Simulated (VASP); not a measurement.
ZrH: single point with PBEsol

Crystal: ZrH.

```xyz
4
Lattice="3.2428 0.0000 0.0000 0.0000 3.2428 0.0000 0.0000 0.0000 4.9480" Properties=species:S:1:pos:R:3 pbc="T T T"
Zr   -0.1414    1.7628    0.0000
Zr    1.4800    0.1414    2.4740
H     0.0000    0.0000    3.7110
H     0.0000    0.0000    1.2370
```

This cell differs from its parent crystal: all Zr atoms moved -0.200 Å, as atom 1 along Cartesian [1 -1 0].

```json
{
 "Program": "VASP 6.6.1",
 "Task": "single point",
 "Functional": "PBEsol",
 "Potentials or basis": "VASP PAW PBE potentials, release 64 (Zr_sv, H)",
 "Cutoff": "520 eV",
 "k mesh": "14 × 14 × 10",
 "Occupations": "gaussian, width 0.15 eV",
 "Spin": "no spin polarisation"
}
```

| Property | Result |
| --- | --- |
| Pressure | -1.5 GPa |
| Largest force | 1.150 eV/Å |
| Band gap on the k mesh | zero (bands 13 and 14 overlap by 1.03 eV) |

Forces in eV/Å, atoms in the order of the input:
```
Zr   0.256 -1.121  0.000
Zr   1.121 -0.256  0.000
H   -0.689  0.689  0.000
H   -0.689  0.689  0.000
```

Stress tensor (GPa, compression positive):
```
-2.35  1.01  0.00
 1.01 -2.35  0.00
 0.00  0.00  0.07
```

Levels at points of the mesh, in eV from the Fermi level:
```csv
k point,band 10,band 11,band 12,band 13,band 14,band 15,band 16,band 17
"(0.00, 0.00, 0.00)",-3.56,-3.02,-2.85,0.06,0.68,0.73,2.27,3.33
"(0.50, 0.00, 0.00)",-5.39,-1.97,-0.74,-0.59,-0.27,1.64,1.91,2.16
"(0.50, 0.50, 0.00)",-4.20,-2.93,-2.52,-1.89,2.82,3.98,4.34,4.35
"(0.00, 0.00, 0.50)",-6.66,-1.72,-1.72,-0.02,-0.02,1.69,1.69,2.35
"(0.50, 0.00, 0.50)",-4.10,-2.71,-0.15,0.26,0.50,0.59,1.06,3.98
"(0.50, 0.50, 0.50)",-5.43,-1.95,-1.95,-0.33,-0.33,1.56,1.56,5.07
```

Run time: 110 s on 1 thread of Intel(R) Xeon(R) 6975P-C (Granite Rapids), with other jobs on the host, peak memory 0.4 GiB.

Caveat: the cell differs from its parent crystal (all Zr atoms moved -0.200 Å, as atom 1 along Cartesian [1 -1 0]); the PAW data sets were made with another functional, which shifts forces and pressure a little.
